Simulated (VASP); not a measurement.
Input of a VASP 6.6.1 run:

Contents of INCAR:

```
ALGO = Normal
EDIFF = 1E-6
ENCUT = 520
GGA = PE
ISIF = 2
ISMEAR = 0
IVDW = 12
LASPH = T
LCHARG = F
LREAL = F
LWAVE = F
NBANDS = 19
NELM = 100
PREC = Accurate
SIGMA = 0.1
```

File KPOINTS:

```
k-points
0
Gamma
  6 6 2
```

File POSCAR:

```
Be2TeS2
1.0
    3.0826330800      0.0000000000      0.0000000000
    0.0000000000      3.0826330800      0.0000000000
    0.0000000000      0.0000000000      9.8190363200
Be Te S
2 1 2
Direct
    0.0000000000      0.0000000000      0.0000000000
    0.5000000000      0.5000000000      0.0000000000
    0.5000000000      0.5000000000      0.5000000000
    0.5000000000      0.0000000000      0.8796197400
    0.0000000000      0.5000000000      0.1203802600
```

Potentials or basis: VASP PAW PBE potentials, release 64 (Be, Te, S).

The run is started by

```sh
$ cat potpaw_PBE.64/Be/POTCAR potpaw_PBE.64/Te/POTCAR potpaw_PBE.64/S/POTCAR > POTCAR
$ mpirun -np 1 vasp_std > vasp.out
```

Question: What does it give for the band gap on the k mesh?

Answer: Zero (bands 11 and 12 overlap by 3.09 eV).

Question: Predict the pressure.

Answer: 15.8 GPa.

Question: Estimate the dispersion energy per atom.

Answer: -0.325 eV.

Question: Predict the largest force.

Answer: 3.311 eV/Å.

Stress tensor (GPa, compression positive):
```
17.21  0.00  0.00
 0.00 17.21  0.00
 0.00  0.00 12.97
```

Caveat: the cell stands under pressure; spin-orbit coupling is left out, which moves the levels of the heavy elements; forces of over 1 eV/Å act on the atoms, so gaps and moduli don't describe the material at rest.
